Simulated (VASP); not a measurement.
# K2Ru in VASP: single point with PBE

Aim: the single point of K2Ru with PBE.

All numbers are computed with VASP 6.6.1; they aren't measurements. Logs are shortened: lines on timing, memory, paths and dates and some standing lists are left out, and cuts for length are marked.

**1. The cell of the first run**

The cell holds a sheet with vacuum, 3 atoms: a = 6.011 Å, b = 6.011 Å, c = 24.901 Å, α = 90.00°, β = 90.00°, γ = 90.00°.

**2. Single point, PBE**

INCAR reads:

```
PREC = Accurate ; ENCUT = 520
EDIFF = 1E-7 ; ISMEAR = 0
SIGMA = 0.1 ; LREAL = False
LASPH = True ; NELM = 100
ALGO = Normal ; ISIF = 2
LWAVE = False ; LCHARG = False
LDIPOL = True ; IDIPOL = 3
DIPOL = 0.5 0.5 0.298 ; GGA = PE
NBANDS = 23
```

KPOINTS reads:

```
regular mesh
0
Gamma
  4 4 1
```

POSCAR reads:

```
K2Ru
1.0
    6.0108773306      0.0000000000      0.0000000000
    0.0000000000      6.0108773306      0.0000000000
    0.0000000000      0.0000000000     24.9006598000
K Ru
2 1
Direct
    0.0000000000      0.5000000000      0.2975095772
    0.5000000000      0.0000000000      0.2975095772
    0.0000000000      0.0000000000      0.2975208518
```

Potentials or basis: VASP PAW PBE potentials, release 64 (K_sv, Ru_pv).

Started as:

```console
$ cat potpaw_PBE.64/K_sv/POTCAR potpaw_PBE.64/Ru_pv/POTCAR > POTCAR
$ mpirun -np 1 vasp_std > vasp.out
```

OUTCAR:

```text
PREC = Accurate
   ENCUT = 520
   EDIFF = 1E-7
   ISMEAR = 0
   LREAL = False
   LASPH = True
   NELM = 100
   ISIF = 2
   GGA = PE

 ion  position               nearest neighbor table
   1  0.000  0.500  0.298-   3 3.01   3 3.01
   2  0.500  0.000  0.298-   3 3.01   3 3.01
   3  0.000  0.000  0.298-   1 3.01   2 3.01   1 3.01   2 3.01

  LATTYP: Found a simple tetragonal cell.
 ALAT       =     6.0108773306
 C/A-ratio  =     4.1425998952

  Lattice vectors:

 A1 = (   6.0108773306,   0.0000000000,   0.0000000000)
 A2 = (   0.0000000000,   6.0108773306,   0.0000000000)
 A3 = (   0.0000000000,   0.0000000000,  24.9006598000)

Analysis of symmetry for initial positions (statically):
=====================================================================
 Subroutine PRICEL returns:
 Original cell was already a primitive cell.

 Routine SETGRP: Setting up the symmetry group for a
 simple tetragonal supercell.

 Subroutine GETGRP returns: Found  8 space group operations
 (whereof  8 operations were pure point group operations)
 out of a pool of 16 trial point group operations.

The static configuration has the point symmetry C_4v.

Analysis of symmetry for dynamics (positions and initial velocities):
=====================================================================
 Subroutine PRICEL returns:
 Original cell was already a primitive cell.

 Routine SETGRP: Setting up the symmetry group for a
 simple tetragonal supercell.

 Subroutine GETGRP returns: Found  8 space group operations
 (whereof  8 operations were pure point group operations)
 out of a pool of 16 trial point group operations.

The dynamic configuration has the point symmetry C_4v.

 Subroutine INISYM returns: Found  8 space group operations
 (whereof  8 operations are pure point group operations),
 and found     1 'primitive' translations

----------------------------------------------------------------------------------------

                                     Primitive cell

  volume of cell :     899.6769

  direct lattice vectors                    reciprocal lattice vectors
     6.010877331  0.000000000  0.000000000     0.166365065  0.000000000  0.000000000
     0.000000000  6.010877331  0.000000000     0.000000000  0.166365065  0.000000000
     0.000000000  0.000000000 24.900659800     0.000000000  0.000000000  0.040159578

  length of vectors
     6.010877331  6.010877331 24.900659800     0.166365065  0.166365065  0.040159578

  position of ions in fractional coordinates (direct lattice)
     0.000000000  0.500000000  0.297509577
     0.500000000  0.000000000  0.297509577
     0.000000000  0.000000000  0.297520852

  ion indices of the primitive-cell ions
   primitive index   ion index
                 1           1
                 2           2
                 3           3

----------------------------------------------------------------------------------------

 KPOINTS: regular mesh

Automatic generation of k-mesh.
 Grid dimensions read from file:
 generate k-points for:    4    4    1

 Generating k-lattice:

  Cartesian coordinates                     Fractional coordinates (reciprocal lattice)
     0.041591266  0.000000000  0.000000000     0.250000000  0.000000000  0.000000000
     0.000000000  0.041591266  0.000000000     0.000000000  0.250000000  0.000000000
     0.000000000  0.000000000  0.040159578     0.000000000  0.000000000  1.000000000

  Length of vectors
     0.041591266  0.041591266  0.040159578

  Shift w.r.t. Gamma in fractional coordinates (k-lattice)
     0.000000000  0.000000000  0.000000000

 Subroutine IBZKPT returns following result:
 ===========================================

 Found      6 irreducible k-points:

 Following reciprocal coordinates:
            Coordinates               Weight
  0.000000  0.000000  0.000000      1.000000
  0.250000  0.000000  0.000000      4.000000
  0.500000  0.000000  0.000000      2.000000
  0.250000  0.250000  0.000000      4.000000
  0.500000  0.250000  0.000000      4.000000
  0.500000  0.500000  0.000000      1.000000
   k-points           NKPTS =      6   k-points in BZ     NKDIM =      6   number of bands    NBANDS=     23
   number of dos      NEDOS =    301   number of ions     NIONS =      3
   total plane-waves  NPLWV = 442368
   dimension x,y,z NGX =    48 NGY =   48 NGZ =  192
   dimension x,y,z NGXF=    96 NGYF=   96 NGZF=  384
   ions per type =               2   1
   NGX,Y,Z   is equivalent  to a cutoff of  13.28, 13.28, 12.82 a.u.
   NGXF,Y,Z  is equivalent  to a cutoff of  26.55, 26.55, 25.64 a.u.
 SYSTEM =  unknown system
   PREC   = accura    normal or accurate (medium, high low for compatibility)
   ISTART =      0    job   : 0-new  1-cont  2-samecut
   ICHARG =      2    charge: 1-file 2-atom 10-const
   ISPIN  =      1    spin polarized calculation?
   LNONCOLLINEAR =      F non collinear calculations
   LSORBIT =      F    spin-orbit coupling
   LASPH  =      T    aspherical Exc in radial PAW
   ENCUT  =  520.0 eV  38.22 Ry    6.18 a.u.  11.18 11.18 46.30*2*pi/ulx,y,z
   NELM   =    100;   NELMIN=  2; NELMDL= -5     # of ELM steps
   EDIFF  = 0.1E-06   stopping-criterion for ELM
   LREAL  =      F    real-space projection
   EDIFFG = 0.1E-05   stopping-criterion for IOM
   NSW    =      0    number of steps for IOM
   IBRION =     -1    ionic relax: 0-MD 1-quasi-New 2-CG
   NFREE  =      0    steps in history (QN), initial steepest desc. (CG)
   ISIF   =      2    stress and relaxation
   ISYM   =      2    0-nonsym 1-usesym 2-fastsym
   POTIM  = 0.5000    time-step for ionic-motion
   TEBEG  =    0.0;   TEEND  =   0.0 temperature during run
   PSTRESS=    0.0 pullay stress
   NELECT =      32.0000    total number of electrons
   NUPDOWN=      -1.0000    fix difference up-down
   EMIN   =  10.00;   EMAX   =-10.00  energy-range for DOS
   EFERMI =   0.00;   METHOD = LEGACY
   ISMEAR =     0;   SIGMA  =   0.10  broadening in eV -4-tet -1-fermi 0-gaus
   EFERMI_NEDOS =   21; number of points for ismear=-14 and -15
   IALGO  =     38    algorithm
   IMIX   =      4    mixing-type and parameters
     AMIX     =   0.40;   BMIX     =  1.00
     AMIX_MAG =   1.60;   BMIX_MAG =  1.00
  volume/ion in A,a.u.               =     299.89      2023.77
  Fermi-wavevector in a.u.,A,eV,Ry     =   0.538389  1.017407  3.943818  0.289862
  Thomas-Fermi vector in A             =   1.564595
   LORBIT       =      0    0 simple, 1 ext, 2 COOP (PROOUT), +10 PAW based schemes
   GGA     = PE    functional components
   LHFCALC =     F    Hartree Fock is set to
   AEXX    =    0.0000 exact exchange contribution
   IVDW    =     0    specifies the selected vdW correction
   LEPSILON=     F    determine dielectric tensor
   LRPA    =     F    only Hartree local field effects (RPA)
 non-spin polarized calculation
 Gauss-broadening in eV      SIGMA  =   0.10
  energy-cutoff  :      520.00
  volume of cell :      899.68
 maximum number of plane-waves:     24248
 NGX is ok and might be reduce to    48
   NGX = 23   NGY = 23   NGZ = 93

 dipolmoment           0.000000      0.000000     -0.000271 electrons x Angstroem

 number of electron      31.9999996 magnetization

 dipolmoment           0.000000      0.000000      0.000098 electrons x Angstroem

 Free energy of the ion-electron system (eV)
  ---------------------------------------------------
  ext. energy  EPLUGINS =         0.00000000
  ---------------------------------------------------
  free energy    TOTEN  =        -5.51937564 eV

  energy without entropy =       -5.43258898  energy(sigma->0) =       -5.47598231

 E-fermi :  -2.4853     XC(G=0):  -1.4845

 val. band max:       -2.4894293550   @ k =   0.5000   0.2500   0.0000
 cond. band min:      -2.4735145898   @ k =   0.5000   0.5000   0.0000
 fundamental gap:      0.0159147652
 Fermi energy:        -2.4853292059

 k-point     1 :       0.0000    0.0000    0.0000
  band No.  band energies     occupation
      1     -43.2708      2.00000
      2     -43.2081      2.00000
      3     -43.2081      2.00000
      4     -33.6736      2.00000
      5     -33.6630      2.00000
      6     -17.2570      2.00000
[... 15 lines left out ...]
     22       0.7722      0.00000
     23       0.7833      0.00000

 k-point     2 :       0.2500    0.0000    0.0000
  band No.  band energies     occupation
      1     -43.2708      2.00000
      2     -43.2082      2.00000
      3     -43.2081      2.00000
      4     -33.6715      2.00000
      5     -33.6640      2.00000
      6     -17.2516      2.00000
[... 15 lines left out ...]
     22       0.7367      0.00000
     23       0.8979      0.00000

 k-point     3 :       0.5000    0.0000    0.0000
  band No.  band energies     occupation
      1     -43.2708      2.00000
      2     -43.2083      2.00000
      3     -43.2081      2.00000
      4     -33.6683      2.00000
      5     -33.6661      2.00000
      6     -17.2422      2.00000
[... 15 lines left out ...]
     22       0.9783      0.00000
     23       1.1641      0.00000

 k-point     4 :       0.2500    0.2500    0.0000
  band No.  band energies     occupation
      1     -43.2708      2.00000
      2     -43.2082      2.00000
      3     -43.2082      2.00000
      4     -33.6698      2.00000
      5     -33.6645      2.00000
      6     -17.2755      2.00000
[... 15 lines left out ...]
     22       0.8067      0.00000
     23       1.2677      0.00000

 k-point     5 :       0.5000    0.2500    0.0000
  band No.  band energies     occupation
      1     -43.2708      2.00000
      2     -43.2083      2.00000
      3     -43.2082      2.00000
      4     -33.6672      2.00000
      5     -33.6661      2.00000
      6     -17.2825      2.00000
[... 15 lines left out ...]
     22       0.5372      0.00000
     23       1.3450      0.00000

 k-point     6 :       0.5000    0.5000    0.0000
  band No.  band energies     occupation
      1     -43.2708      2.00000
      2     -43.2083      2.00000
      3     -43.2083      2.00000
      4     -33.6661      2.00000
      5     -33.6661      2.00000
      6     -17.2997      2.00000
[... 15 lines left out ...]
     22       0.5333      0.00000
     23       1.4399      0.00000

------------------------ aborting loop because EDIFF is reached ----------------------------------------

 vacuum level on the upper side and lower side of the slab       (xc-potential included)        -0.038        -0.037

  FORCE on cell =-STRESS in cart. coord.  units (eV):
  Direction    XX          YY          ZZ          XY          YZ          ZX
  --------------------------------------------------------------------------------------
  -------------------------------------------------------------------------------------
  Total        0.2754388      0.2754388     -0.0215719      0.0000000      0.0000000      0.0000000
  in kB        0.4905114      0.4905114     -0.0384159      0.0000000      0.0000000      0.0000000
  external PRESSURE =       0.3142023 kB  Pullay stress =       0.0000000 kB

 VOLUME and BASIS-vectors are now :
 -----------------------------------------------------------------------------
  energy-cutoff  :      520.00
  volume of cell :      899.68
      direct lattice vectors                 reciprocal lattice vectors
     6.010877331  0.000000000  0.000000000     0.166365065  0.000000000  0.000000000
     0.000000000  6.010877331  0.000000000     0.000000000  0.166365065  0.000000000
     0.000000000  0.000000000 24.900659800     0.000000000  0.000000000  0.040159578

 POSITION                                       TOTAL-FORCE (eV/Angst)
 -----------------------------------------------------------------------------------
      0.00000      3.00544      7.40818         0.000000      0.000000      0.000064
      3.00544      0.00000      7.40818         0.000000      0.000000      0.000064
      0.00000      0.00000      7.40847         0.000000     -0.000000     -0.000129
 -----------------------------------------------------------------------------------
    total drift:                                0.000000      0.000000      0.000274

  FREE ENERGIE OF THE ION-ELECTRON SYSTEM (eV)
  ---------------------------------------------------
  free  energy   TOTEN  =        -5.5193756426 eV

  energy  without entropy=       -5.4325889796  energy(sigma->0) =       -5.47598231

 vacuum level on the upper side and lower side of the slab         0.564         0.564
```

It took 2.6 min on 1 thread of Intel Xeon 6975P-C (Granite Rapids), shared host; peak memory 0.85 GiB.

What came out:

```yaml
Free_energy: -5.5194 eV
Band_gap_on_the_k_mesh: zero (band 16 reaches -2.34 eV, above the bottom of band 17 at -2.56 eV)
```

Levels at points of the mesh, in eV from the Fermi level:
```csv
k point,band 13,band 14,band 15,band 16,band 17,band 18,band 19,band 20
"(0.00, 0.00, 0.00)",-0.44,-0.43,-0.18,-0.18,-0.08,1.36,1.81,2.74
"(0.50, 0.00, 0.00)",-0.32,-0.16,-0.09,-0.04,0.13,0.57,1.90,2.75
"(0.50, 0.50, 0.00)",-0.06,-0.06,0.01,0.15,0.20,1.27,1.27,2.11
```
